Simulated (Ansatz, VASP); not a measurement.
## PbO in VASP and in Ansatz

```
CELL_PARAMETERS angstrom
3.52608 -0.01763 0.00000
-1.77831 3.06249 0.00000
0.00000 0.00000 3.26706
ATOMIC_POSITIONS crystal
Pb 0.00000 0.00000 0.00000
O 0.66667 0.33333 0.50000
```

Change from the starting cell: strain e6 = -0.01, atoms carried along.

Alike in both runs: task single point; functional r2SCAN; k mesh 12 × 12 × 10; occupations gaussian, width 0.05 eV; no spin polarisation.

|  | VASP | Ansatz |
| --- | --- | --- |
| version | VASP 6.6.1 | Ansatz 0.2.0 |
| potentials or method | VASP PAW PBE potentials, release 64 (Pb_d, O), cutoff 520 eV | scalar-relativistic, plane waves, PAW |
| valence electrons in the cell | 20 | 20 |

Ansatz gave:

```
gap on the k mesh at the Fermi level (eV)                     : 0.26
least direct gap on the mesh (eV)                             : 0.36
pressure (GPa)                                                : 0.0
traceless stress, the component that is largest in VASP (GPa) : 0.07
rms of the force components (eV/Å)                            : 0.010
```

Problem. Which values does VASP return?

Solution. gap on the k mesh at the Fermi level (eV): 0.26; least direct gap on the mesh (eV): 0.36; pressure (GPa): 0.2; traceless stress, the component that is largest in VASP (GPa): 0.08; rms of the force components (eV/Å): 0.009.

VASP's potentials were made for PBE, not for r2SCAN. Atom by atom the forces differ by 0.001 eV/Å (rms over components).

Neither program's run includes spin-orbit coupling.
